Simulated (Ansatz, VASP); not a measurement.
One calculation of Ti, two programs

INCAR

```
ALGO = Normal
EDIFF = 1E-6
ENCUT = 520
GGA = PS
ISIF = 2
ISMEAR = -1
LASPH = True
LCHARG = True
LELF = True
LREAL = False
LVHAR = True
LWAVE = False
NBANDS = 32
NELM = 80
PREC = Accurate
SIGMA = 0.1
```

KPOINTS

```
k-points
0
Gamma
  14 14 4
```

Contents of POSCAR:

```
Ti
1.0
    2.9334048576      0.0000000000      0.0000000000
   -1.4667024288      2.5404031263      0.0000000000
    0.0000000000      0.0000000000      9.3869924307
Ti
4
Direct
    0.0000000000      1.0000000000      0.0000000000
    0.0000000000      1.0000000000      0.5000000000
    0.3333333333      0.6666666667      0.2500000000
    0.6666666667      0.3333333333      0.7500000000
```

Input for Ansatz:

```yaml
crystal:
  lattice:
    - [2.9334048576, 0.0, 0.0]
    - [-1.4667024288, 2.5404031263, 0.0]
    - [0.0, 0.0, 9.3869924307]
  atoms:
    - { symbol: Ti, position: [0.0, 1.0, 0.0] }
    - { symbol: Ti, position: [0.0, 1.0, 0.5] }
    - { symbol: Ti, position: [0.3333333333, 0.6666666667, 0.25] }
    - { symbol: Ti, position: [0.6666666667, 0.3333333333, 0.75] }
hamiltonian:
  xc: pbesol
  pseudopotentials:
    kind: paw
    azcp:
      Ti: "pseudopotentials/Ti.paw.azcp"
basis:
  ecutwfc: 420
  fft_grid_basis: typed
kpoints:
  mp_grid: { grid: [14, 14, 4], shift: [0, 0, 0] }
magnetization:
  spin_polarized: false
scf:
  occupations: { method: fermi_dirac, width: 0.1 }
  lower_state_search: "off"
output:
  stress: true
  write_density: true
  write_potential: true
  elf: true
  volumetric_format: npy
```

Alike in both runs: task single point; functional PBEsol; k mesh 14 × 14 × 4; occupations fermi-dirac, width 0.1 eV; no spin polarisation.

```csv
,VASP,Ansatz
version,VASP 6.6.1,Ansatz 0.2.0
potentials or method,"VASP PAW PBE potentials, release 64 (Ti_sv), cutoff 520 eV","plane waves (420 eV) with PAW, scalar-relativistic"
valence electrons in the cell,48,48
```

|  | VASP | Ansatz | Ansatz less VASP |
| --- | --- | --- | --- |
| pressure (GPa) | -4.4 | -4.2 | +0.20 |
| traceless stress, the component that is largest in VASP (GPa) | -0.06 | -0.06 | +0.002 |

VASP's potentials were made for PBE, not for PBEsol, and Ansatz warns of the same on its side. The functional is the same, so the differences come from potentials, cutoffs and numerics.
